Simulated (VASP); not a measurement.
# Ag (I4/mmm) in VASP: single point with PBEsol

Aim: the single point of Ag with PBEsol.

Program: VASP 6.6.1. These are calculated values, not measurements. Logs are shortened: lines on timing, memory, paths and dates and some standing lists are left out, and cuts for length are marked.

## (1) The cell of the first run

Symmetry: I4/mmm, No. 139, tetragonal system. The conventional cell has a = 2.745 Å, b = 2.745 Å, c = 4.291 Å, α = 90.00°, β = 90.00°, γ = 90.00°. Within 3.6 Å of Ag (site symmetry 4/mmm) lie 12 Ag at 2.74 to 2.89 Å.

## (2) Single point, PBEsol (strain -0.050 along x and y, +0.050 along z)

Input file INCAR:

```
SYSTEM = Ag
PREC = Accurate
ENCUT = 520
EDIFF = 1E-6
ISMEAR = 0
SIGMA = 0.15
LREAL = .FALSE.
LASPH = .TRUE.
NELM = 100
ALGO = Normal
ISIF = 2
LWAVE = .FALSE.
LCHARG = .FALSE.
GGA = PS
NBANDS = 12
```

Input file KPOINTS:

```
Automatic mesh
0
G
  20 20 20
  0 0 0
```

Input file POSCAR:

```
Ag
1.0
    0.0000000000      1.9409450000      2.1452550000
    1.9409450000      0.0000000000      2.1452550000
    1.9409450000      1.9409450000      0.0000000000
Ag
1
Direct
    0.0000000000      0.0000000000      0.0000000000
```

Potentials or basis: VASP PAW PBE potentials, release 64 (Ag).

Run with:

```
cat potpaw_PBE.64/Ag/POTCAR > POTCAR
mpirun -np 1 vasp_std > vasp.out
```

OUTCAR:

```text
SYSTEM = Ag
   PREC = Accurate
   ENCUT = 520
   EDIFF = 1E-6
   ISMEAR = 0
   LREAL = .FALSE.
   LASPH = .TRUE.
   NELM = 100
   ISIF = 2
   GGA = PS

 ion  position               nearest neighbor table
   1  0.000  0.000  0.000-

  LATTYP: Found a body centered tetragonal cell.
 ALAT       =     2.7449107428
 C/A-ratio  =     1.5630781479

  Lattice vectors:

 A1 = (  -1.9409450000,   0.0000000000,   2.1452550000)
 A2 = (   1.9409450000,   0.0000000000,   2.1452550000)
 A3 = (   0.0000000000,   1.9409450000,  -2.1452550000)

Analysis of symmetry for initial positions (statically):
=====================================================================
 Subroutine PRICEL returns:
 Original cell was already a primitive cell.

 Routine SETGRP: Setting up the symmetry group for a
 body centered tetragonal supercell.

 Subroutine GETGRP returns: Found 16 space group operations
 (whereof 16 operations were pure point group operations)
 out of a pool of 16 trial point group operations.

The static configuration has the point symmetry D_4h.

Analysis of symmetry for dynamics (positions and initial velocities):
=====================================================================
 Subroutine PRICEL returns:
 Original cell was already a primitive cell.

 Routine SETGRP: Setting up the symmetry group for a
 body centered tetragonal supercell.

 Subroutine GETGRP returns: Found 16 space group operations
 (whereof 16 operations were pure point group operations)
 out of a pool of 16 trial point group operations.

The dynamic configuration has the point symmetry D_4h.

 Subroutine INISYM returns: Found 16 space group operations
 (whereof 16 operations are pure point group operations),
 and found     1 'primitive' translations

----------------------------------------------------------------------------------------

                                     Primitive cell

  volume of cell :      16.1635

  direct lattice vectors                    reciprocal lattice vectors
     0.000000000  1.940945000  2.145255000    -0.257606475  0.257606475  0.233072525
     1.940945000  0.000000000  2.145255000     0.257606475 -0.257606475  0.233072525
     1.940945000  1.940945000  0.000000000     0.257606475  0.257606475 -0.233072525

  length of vectors
     2.892989199  2.892989199  2.744910743     0.432486987  0.432486987  0.432486987

  position of ions in fractional coordinates (direct lattice)
     0.000000000  0.000000000  0.000000000

[... 83 lines left out ...]
   POTIM  = 0.5000    time-step for ionic-motion
   TEBEG  =    0.0;   TEEND  =   0.0 temperature during run
   PSTRESS=    0.0 pullay stress
   NELECT =      11.0000    total number of electrons
   NUPDOWN=      -1.0000    fix difference up-down
   EMIN   =  10.00;   EMAX   =-10.00  energy-range for DOS
   EFERMI =   0.00;   METHOD = LEGACY
   ISMEAR =     0;   SIGMA  =   0.15  broadening in eV -4-tet -1-fermi 0-gaus
   EFERMI_NEDOS =   21; number of points for ismear=-14 and -15
   IALGO  =     38    algorithm
   IMIX   =      4    mixing-type and parameters
     AMIX     =   0.40;   BMIX     =  1.00
     AMIX_MAG =   1.60;   BMIX_MAG =  1.00
  volume/ion in A,a.u.               =      16.16       109.08
  Fermi-wavevector in a.u.,A,eV,Ry     =   1.439994  2.721194 28.212795  2.073582
  Thomas-Fermi vector in A             =   2.558787
   LORBIT       =      0    0 simple, 1 ext, 2 COOP (PROOUT), +10 PAW based schemes
   GGA     = PS    functional components
   LHFCALC =     F    Hartree Fock is set to
   AEXX    =    0.0000 exact exchange contribution
   IVDW    =     0    specifies the selected vdW correction
   LEPSILON=     F    determine dielectric tensor
   LRPA    =     F    only Hartree local field effects (RPA)
 non-spin polarized calculation
 Gauss-broadening in eV      SIGMA  =   0.15
  energy-cutoff  :      520.00
  volume of cell :       16.16
 maximum number of plane-waves:       453
 NGX is ok and might be reduce to    24
   NGX = 11   NGY = 11   NGZ = 11

 number of electron      11.0000001 magnetization

 Free energy of the ion-electron system (eV)
  ---------------------------------------------------
  ext. energy  EPLUGINS =         0.00000000
  ---------------------------------------------------
  free energy    TOTEN  =        -3.28756395 eV

  energy without entropy =       -3.28475182  energy(sigma->0) =       -3.28615789

 E-fermi :   9.0328     XC(G=0): -12.7325

 val. band max:        9.0327426476   @ k =   0.5000   0.3500   0.0500
 cond. band min:       9.0558717667   @ k =  -0.2000   0.3000   0.1000
 fundamental gap:      0.0231291191
 Fermi energy:         9.0327608452

 k-point     1 :       0.0000    0.0000    0.0000
  band No.  band energies     occupation
      1       0.7646      2.00000
      2       3.5514      2.00000
      3       4.2917      2.00000
      4       4.2917      2.00000
      5       4.7558      2.00000
      6       5.5215      2.00000
      7      25.2415      0.00000
      8      27.9504      0.00000
      9      29.5033      0.00000
     10      29.5033      0.00000
     11      33.8801      0.00000
     12      35.0914      0.00000
[... 331 lines left out ...]
 k-point    24 :      -0.3500    0.0500    0.0000
  band No.  band energies     occupation
      1       2.4072      2.00000
      2       3.7677      2.00000
      3       4.4368      2.00000
      4       5.4740      2.00000
      5       5.6183      2.00000
      6       6.7265      2.00000
      7      16.0118      0.00000
      8      23.8141      0.00000
      9      27.3283      0.00000
     10      29.8670      0.00000
     11      31.6366      0.00000
     12      33.5641      0.00000

 [... further k-points ...]

------------------------ aborting loop because EDIFF is reached ----------------------------------------

  FORCE on cell =-STRESS in cart. coord.  units (eV):
  Direction    XX          YY          ZZ          XY          YZ          ZX
  --------------------------------------------------------------------------------------
  -------------------------------------------------------------------------------------
  Total        0.6297495      0.6297495     -0.0072819      0.0000000     -0.0000000      0.0000000
  in kB       62.4227719     62.4227719     -0.7218058      0.0000000     -0.0000000      0.0000000
  external PRESSURE =      41.3745793 kB  Pullay stress =       0.0000000 kB

 VOLUME and BASIS-vectors are now :
 -----------------------------------------------------------------------------
  energy-cutoff  :      520.00
  volume of cell :       16.16
      direct lattice vectors                 reciprocal lattice vectors
     0.000000000  1.940945000  2.145255000    -0.257606475  0.257606475  0.233072525
     1.940945000  0.000000000  2.145255000     0.257606475 -0.257606475  0.233072525
     1.940945000  1.940945000  0.000000000     0.257606475  0.257606475 -0.233072525

 POSITION                                       TOTAL-FORCE (eV/Angst)
 -----------------------------------------------------------------------------------
      0.00000      0.00000      0.00000         0.000000      0.000000      0.000000
 -----------------------------------------------------------------------------------
    total drift:                                0.000000      0.000000     -0.000000

  FREE ENERGIE OF THE ION-ELECTRON SYSTEM (eV)
  ---------------------------------------------------
  free  energy   TOTEN  =        -3.2875639538 eV

  energy  without entropy=       -3.2847518174  energy(sigma->0) =       -3.28615789
```

OSZICAR:

```text
N       E                     dE             d eps       ncg     rms          rms(c)
DAV:   1     0.514719911654E+02    0.51472E+02   -0.55700E+03 15532   0.839E+02
DAV:   2    -0.284922144116E+01   -0.54321E+02   -0.51470E+02 17920   0.196E+02
DAV:   3    -0.365342477276E+01   -0.80420E+00   -0.80357E+00 18204   0.251E+01
DAV:   4    -0.365579411992E+01   -0.23693E-02   -0.23693E-02 17780   0.143E+00
DAV:   5    -0.365581146723E+01   -0.17347E-04   -0.17347E-04 18148   0.109E-01    0.640E+00
DAV:   6    -0.330473593236E+01    0.35108E+00   -0.13524E+00 16996   0.104E+01    0.377E+00
DAV:   7    -0.329217173813E+01    0.12564E-01   -0.14527E-02 17716   0.111E+00    0.210E+00
DAV:   8    -0.328755476765E+01    0.46170E-02   -0.82043E-04 17852   0.204E-01    0.116E-01
DAV:   9    -0.328756219365E+01   -0.74260E-05   -0.97272E-06 17684   0.236E-02    0.192E-02
DAV:  10    -0.328756422707E+01   -0.20334E-05   -0.24066E-06 18044   0.121E-02    0.556E-03
DAV:  11    -0.328756395381E+01    0.27325E-06   -0.89769E-08  9288   0.253E-03
   1 F= -.32875640E+01 E0= -.32861579E+01  d E =-.281214E-02
```

It took 35 s on 1 thread of Intel Xeon 6975P-C (Granite Rapids), shared host; peak memory 0.23 GiB.

What came out:

```yaml
Free_energy: -3.2876 eV
Pressure: 4.1 GPa
```

Stress tensor (GPa, compression positive):
```
 6.24  0.00  0.00
 0.00  6.24  0.00
 0.00  0.00 -0.07
```

Caveat: the cell differs from its parent crystal (strain -0.050 along x and y, +0.050 along z); the PAW data sets were made with another functional, which shifts forces and pressure a little.
